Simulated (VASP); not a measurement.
Set up this calculation in VASP 6.6.1, as the native input.

| Quantity | Value |
| --- | --- |
| Task | single point |
| Functional | PBE |
| Potentials or basis | VASP PAW PBE potentials, release 64 (Sr_sv) |
| Cutoff | 520 eV |
| k mesh | 12 × 12 × 8 |
| Occupations | gaussian, width 0.1 eV |
| Spin | no spin polarisation |
| Dipole correction | no |
| Further INCAR settings | ALGO = Normal; EDIFF = 1e-07; NBANDS = 11 |

The structure of Sr lies in POSCAR:

```
Sr
1.0
    1.9064102481     -3.5577317349      0.0000000000
    1.9064102481      3.5577317349      0.0000000000
    0.0000000000      0.0000000000      5.7186034744
Sr
1
Direct
    0.0000000000      0.0000000000      0.0000000000
```

This cell differs from its parent crystal: Ba replaced by Sr, lengths x 0.944, strained.

One way to write it, as run:

INCAR

```
PREC = Accurate ; ENCUT = 520
EDIFF = 1E-7 ; ISMEAR = 0
SIGMA = 0.1 ; LREAL = False
LASPH = True ; NELM = 100
ALGO = Normal ; ISIF = 2
LWAVE = False ; LCHARG = True
GGA = PE ; LELF = True
LVHAR = True ; NBANDS = 11
```

KPOINTS

```
regular mesh
0
Gamma
  12 12 8
```

Potentials or basis: VASP PAW PBE potentials, release 64 (Sr_sv).

Launch:

```sh
$ cat potpaw_PBE.64/Sr_sv/POTCAR > POTCAR
$ mpirun -np 1 vasp_std > vasp.out
```

Results of the run:

```yaml
Pressure: 0.7 GPa
Band_gap_on_the_k_mesh: zero (band 5 reaches 1.04 eV, above the bottom of band 6 at -0.24 eV)
```

Caveat: the cell differs from its parent crystal (Ba replaced by Sr, lengths x 0.944, strained).

Run time: 2.4 min on 1 thread of Intel(R) Xeon(R) Platinum 8259CL CPU @ 2.50GHz (Skylake/Cascade Lake) (shared host), peak memory 0.33 GiB.
